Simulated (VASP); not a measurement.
Input of a VASP 6.6.1 run:

The input INCAR:

```
SYSTEM = Si5Ni19
  PREC = Accurate
  ENCUT = 400
  EDIFF = 1E-6
  ISMEAR = -1
  SIGMA = 0.05
  LREAL = Auto
  LASPH = .True.
  NELM = 120
  ALGO = Normal
  ISIF = 2
  LWAVE = .False.
  LCHARG = .False.
  GGA = PE
  NBANDS = 123
  ISYM = -1
  GGA_COMPAT = .False.
```

File KPOINTS:

```
explicit points
1
Reciprocal
  0.25000000   0.25000000   0.25000000 1
```

Contents of POSCAR:

```
Si5Ni19
1.0
    6.7405220000     -0.2054610000     -0.1773920000
   -0.2054610000      6.5498610000      0.0568880000
   -0.1773920000      0.0568880000      6.3235750000
Ni Si
19 5
Direct
    0.8381143427      0.9995012696      0.9287094960
    0.5873949840      0.0609500554      0.1193286779
    0.7082843321      0.2617080669      0.4151727347
    0.2437204536      0.5212632452      0.2711160119
    0.1297072384      0.5511911771      0.8678136755
    1.0096915449      0.1352665341      0.2827527403
    0.2055438768      0.8429048932      0.4995317784
    0.4807395335      0.1234207178      0.7023217388
    0.2814099598      0.8877145398      0.1334012123
    0.4460319777      0.7557900594      0.8324838592
    0.6228590324      0.6795721878      0.1936413669
    0.5304281729      0.4917536413      0.5858582895
    0.8552530657      0.3009220283      0.7674323780
    0.9383999520      0.5566746812      0.5018072111
    0.2463857317      0.2095177703      0.9777876930
    0.7914311672      0.6575151474      0.8298484379
    0.8375463619      0.9195284556      0.5545201709
    0.3489677267      0.1883351200      0.3495711009
    0.8821205229      0.4297074534      0.1297334065
    0.5497879472      0.4120170351      0.9680894365
    0.5238295492      0.8589711144      0.4661288943
    0.9668406410      0.7666411873      0.1977188712
    0.1126893343      0.9126092572      0.8000717428
    0.1817551437      0.3484036146      0.6048085021
```

Potentials or basis: VASP PAW PBE potentials, release 64 (Ni, Si).

Command:

```console
$ cat potpaw_PBE.64/Ni/POTCAR potpaw_PBE.64/Si/POTCAR > POTCAR
$ mpirun -np 1 vasp_std > vasp.out
```

**Question.** What does it give for the pressure?

**Answer.** -1.7 GPa.

**Question.** Predict the largest force.

**Answer.** 1.272 eV/Å.

Stress tensor (GPa, compression positive):
```
-1.99 -0.23 -3.93
-0.23 -1.56  1.80
-3.93  1.80 -1.70
```

Caveat: the atoms stand as in a frame of molecular dynamics. Spin polarisation is off, so any magnetic state and its effect on volume and gap are missing.
